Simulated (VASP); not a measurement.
# As (P6_3/mmc) in VASP: further runs

As is run at these levels: PBE; tasks: single point.

Program: VASP 6.6.1. These are calculated values, not measurements. Logs are shortened: lines on timing, memory, paths and dates and some standing lists are left out, and cuts for length are marked.

### 1 The cell of the first run

The structure is hexagonal, space group P6_3/mmc (No. 194). Conventional cell: a = 3.077 Å, b = 3.077 Å, c = 4.696 Å, α = 90.00°, β = 90.00°, γ = 120.00°. Within 3.9 Å of As (site symmetry -6m2) lie 12 As at 2.94 to 3.08 Å.

### 2 Single point, PBE

Input file INCAR:

```
SYSTEM = As
ALGO = Normal ; EDIFF = 1E-6
ENCUT = 520 ; GGA = PE
ISIF = 2 ; ISMEAR = -1
LASPH = .True. ; LCHARG = .False.
LREAL = .False. ; LWAVE = .False.
NBANDS = 12 ; NELM = 100
PREC = Accurate ; SIGMA = 0.1
```

Input file KPOINTS:

```
k-points
0
Gamma
  19 19 11
  0 0 0
```

Input file POSCAR:

```
As
1.0
    3.0770374710      0.0000000000      0.0000000000
   -1.5385187355      2.6647926183      0.0000000000
    0.0000000000      0.0000000000      4.6958290275
As
2
Direct
    0.3333333333      0.6666666667      0.2500000000
    0.6666666667      0.3333333333      0.7500000000
```

Potentials or basis: VASP PAW PBE potentials, release 64 (As).

Command:

```
cat potpaw_PBE.64/As/POTCAR > POTCAR
mpirun -np 1 vasp_std > vasp.out
```

OUTCAR:

```text
SYSTEM = As
   EDIFF = 1E-6
   ENCUT = 520
   GGA = PE
   ISIF = 2
   ISMEAR = -1
   LASPH = .True.
   LREAL = .False.
   NELM = 100
   PREC = Accurate

 ion  position               nearest neighbor table
   1  0.333  0.667  0.250-
   2  0.667  0.333  0.750-

  LATTYP: Found a hexagonal cell.
 ALAT       =     3.0770374710
 C/A-ratio  =     1.5260876969

  Lattice vectors:

 A1 = (   3.0770374710,   0.0000000000,   0.0000000000)
 A2 = (  -1.5385187355,   2.6647926183,   0.0000000000)
 A3 = (   0.0000000000,   0.0000000000,   4.6958290275)

Analysis of symmetry for initial positions (statically):
=====================================================================
 Subroutine PRICEL returns:
 Original cell was already a primitive cell.

 Routine SETGRP: Setting up the symmetry group for a
 hexagonal supercell.

 Subroutine GETGRP returns: Found 24 space group operations
 (whereof 12 operations were pure point group operations)
 out of a pool of 24 trial point group operations.

The static configuration has the point symmetry D_3d.
 The point group associated with its full space group is D_6h.

Analysis of symmetry for dynamics (positions and initial velocities):
=====================================================================
 Subroutine PRICEL returns:
 Original cell was already a primitive cell.

 Routine SETGRP: Setting up the symmetry group for a
 hexagonal supercell.

 Subroutine GETGRP returns: Found 24 space group operations
 (whereof 12 operations were pure point group operations)
 out of a pool of 24 trial point group operations.

The dynamic configuration has the point symmetry D_3d.
 The point group associated with its full space group is D_6h.

 Subroutine INISYM returns: Found 24 space group operations
 (whereof 12 operations are pure point group operations),
 and found     1 'primitive' translations

----------------------------------------------------------------------------------------

                                     Primitive cell

  volume of cell :      38.5042

  direct lattice vectors                    reciprocal lattice vectors
     3.077037471  0.000000000  0.000000000     0.324987918  0.187631862  0.000000000
    -1.538518736  2.664792618  0.000000000     0.000000000  0.375263723  0.000000000
[... 79 lines left out ...]
   ISPIN  =      1    spin polarized calculation?
   LNONCOLLINEAR =      F non collinear calculations
   LSORBIT =      F    spin-orbit coupling
   LASPH  =      T    aspherical Exc in radial PAW
   ENCUT  =  520.0 eV  38.22 Ry    6.18 a.u.   5.72  5.72  8.73*2*pi/ulx,y,z
   NELM   =    100;   NELMIN=  2; NELMDL= -5     # of ELM steps
   EDIFF  = 0.1E-05   stopping-criterion for ELM
   LREAL  =      F    real-space projection
[... 7 lines left out ...]
   TEBEG  =    0.0;   TEEND  =   0.0 temperature during run
   PSTRESS=    0.0 pullay stress
   NELECT =      10.0000    total number of electrons
   NUPDOWN=      -1.0000    fix difference up-down
   EMIN   =  10.00;   EMAX   =-10.00  energy-range for DOS
   EFERMI =   0.00;   METHOD = LEGACY
   ISMEAR =    -1;   SIGMA  =   0.10  broadening in eV -4-tet -1-fermi 0-gaus
   EFERMI_NEDOS =   21; number of points for ismear=-14 and -15
   IALGO  =     38    algorithm
   IMIX   =      4    mixing-type and parameters
     AMIX     =   0.40;   BMIX     =  1.00
     AMIX_MAG =   1.60;   BMIX_MAG =  1.00
  volume/ion in A,a.u.               =      19.25       129.92
  Fermi-wavevector in a.u.,A,eV,Ry     =   1.044493  1.973805 14.843475  1.090965
  Thomas-Fermi vector in A             =   2.179248
   LORBIT       =      0    0 simple, 1 ext, 2 COOP (PROOUT), +10 PAW based schemes
   GGA     = PE    functional components
   LHFCALC =     F    Hartree Fock is set to
   AEXX    =    0.0000 exact exchange contribution
   IVDW    =     0    specifies the selected vdW correction
   LEPSILON=     F    determine dielectric tensor
   LRPA    =     F    only Hartree local field effects (RPA)
 non-spin polarized calculation
  energy-cutoff  :      520.00
  volume of cell :       38.50
 maximum number of plane-waves:      1061
 NGX is ok and might be reduce to    24
   NGX = 11   NGY = 11   NGZ = 17

 number of electron      10.0000000 magnetization

 number of electron       9.9999997 magnetization

 Free energy of the ion-electron system (eV)
  ---------------------------------------------------
  ext. energy  EPLUGINS =         0.00000000
  ---------------------------------------------------
  free energy    TOTEN  =        -8.35102802 eV

  energy without entropy =       -8.30818132  energy(sigma->0) =       -8.32960467

 E-fermi :   6.3839     XC(G=0): -10.7236

 val. band max:        6.3692883121   @ k =   0.4737   0.0000   0.0000
 cond. band min:       6.3868571091   @ k =   0.4211   0.1053   0.0000
 fundamental gap:      0.0175687970
 Fermi energy:         6.3839069331

 k-point     1 :       0.0000    0.0000    0.0000
  band No.  band energies     occupation
      1      -8.6464      2.00000
      2      -3.5576      2.00000
      3      -0.0909      2.00000
      4       9.5260      0.00000
      5       9.5260      0.00000
      6      11.4780      0.00000
      7      11.4780      0.00000
      8      12.9820      0.00000
      9      14.7115      0.00000
     10      17.6511      0.00000
     11      18.2017      0.00000
     12      18.2017      0.00000
[... 331 lines left out ...]
 k-point    24 :       0.3158    0.1053    0.0000
  band No.  band energies     occupation
      1      -5.9596      2.00000
      2      -2.2969      2.00000
      3       1.9689      2.00000
      4       2.6586      2.00000
      5       4.6202      2.00000
      6       6.2221      1.66903
      7       8.0009      0.00000
      8       9.6357      0.00000
      9      13.4067      0.00000
     10      14.3464      0.00000
     11      18.4110      0.00000
     12      19.2527      0.00000

 [... further k-points ...]
[... 5 lines left out ...]
  --------------------------------------------------------------------------------------
  -------------------------------------------------------------------------------------
  Total        0.0106502      0.0106502      0.1368082      0.0000000      0.0000000      0.0000000
  in kB        0.4431591      0.4431591      5.6926467      0.0000000      0.0000000      0.0000000
  external PRESSURE =       2.1929883 kB  Pullay stress =       0.0000000 kB

 VOLUME and BASIS-vectors are now :
 -----------------------------------------------------------------------------
  energy-cutoff  :      520.00
  volume of cell :       38.50
      direct lattice vectors                 reciprocal lattice vectors
     3.077037471  0.000000000  0.000000000     0.324987918  0.187631862  0.000000000
    -1.538518736  2.664792618  0.000000000     0.000000000  0.375263723  0.000000000
     0.000000000  0.000000000  4.695829028     0.000000000  0.000000000  0.212954942

 POSITION                                       TOTAL-FORCE (eV/Angst)
 -----------------------------------------------------------------------------------
     -0.00000      1.77653      1.17396         0.000000      0.000000      0.000000
      1.53852      0.88826      3.52187        -0.000000     -0.000000      0.000000
 -----------------------------------------------------------------------------------
    total drift:                               -0.000000      0.000000      0.000000

  FREE ENERGIE OF THE ION-ELECTRON SYSTEM (eV)
  ---------------------------------------------------
  free  energy   TOTEN  =        -8.3510280218 eV

  energy  without entropy=       -8.3081813178  energy(sigma->0) =       -8.32960467
```

OSZICAR:

```text
N       E                     dE             d eps       ncg     rms          rms(c)
DAV:   1     0.268284540748E+02    0.26828E+02   -0.42840E+03  5760   0.704E+02
DAV:   2    -0.697782793449E+01   -0.33806E+02   -0.32430E+02  7968   0.107E+02
DAV:   3    -0.835513811296E+01   -0.13773E+01   -0.13642E+01  7224   0.223E+01
DAV:   4    -0.836056169821E+01   -0.54236E-02   -0.54217E-02  6492   0.155E+00
DAV:   5    -0.836056874884E+01   -0.70506E-05   -0.70507E-05  7044   0.647E-02    0.264E+00
DAV:   6    -0.835387839936E+01    0.66903E-02   -0.40790E-03  6376   0.339E-01    0.154E+00
DAV:   7    -0.835099617485E+01    0.28822E-02   -0.78341E-03  6224   0.470E-01    0.625E-02
DAV:   8    -0.835102794375E+01   -0.31769E-04   -0.12355E-04  6856   0.775E-02    0.100E-02
DAV:   9    -0.835102802177E+01   -0.78015E-07   -0.10491E-06  5004   0.710E-03
   1 F= -.83510280E+01 E0= -.83296047E+01  d E =-.428467E-01
```

stdout:

```text
POSCAR found type information on POSCAR As
 POSCAR found :  1 types and       2 ions
 scaLAPACK will be used
 LDA part: xc-table for (Slater+PW92), standard interpolation
 POSCAR, INCAR and KPOINTS ok, starting setup
 FFT: planning ... GRIDC
 FFT: planning ... GRID_SOFT
 FFT: planning ... GRID
 WAVECAR not read
 entering main loop
```

It took 45 s on 1 thread of Intel Xeon 6975P-C (Granite Rapids), shared host; peak memory 0.22 GiB.

What came out:

* Free energy: -8.3510 eV
* Pressure: 0.2 GPa
* Band gap on the k mesh: zero (band 5 reaches 10.37 eV, above the bottom of band 6 at 3.17 eV)

### 3 Single point, PBE, non-collinear spin, zero start, spin-orbit coupling

Input file INCAR:

```
SYSTEM = As
PREC = Accurate
ENCUT = 520
EDIFF = 1E-7
ISMEAR = -1
SIGMA = 0.1
LREAL = .False.
LASPH = .True.
NELM = 150
ALGO = Normal
ISIF = 2
LWAVE = .False.
LCHARG = .True.
LNONCOLLINEAR = .True.
MAGMOM = 0 0 0 0 0 0
LORBIT = 11
LSORBIT = .True.
GGA_COMPAT = .False.
LORBMOM = .True.
GGA = PE
LVHAR = .True.
NBANDS = 22
```

Input file KPOINTS:

```
Automatic mesh
0
Gamma
  12 12 7
  0 0 0
```

POSCAR is that of step 2.

Potentials or basis: VASP PAW PBE potentials, release 64 (As).

Command:

```
cat potpaw_PBE.64/As/POTCAR > POTCAR
mpirun -np 1 vasp_ncl > vasp.out
```

It took 1.8 min on 1 thread of Intel Xeon 6975P-C (Granite Rapids), shared host; peak memory 0.28 GiB.

It converged, with:

```yaml
Free_energy: -8.3916 eV
Pressure: 0.1 GPa
Net_moment: 0.00 μB per cell
Valence_electrons_inside_the_program's_atomic_spheres: As 2.60
```

Moments on the atoms (μB; x, y, z):
```
As  0.00 0.00 0.00
As  0.00 0.00 0.00
```
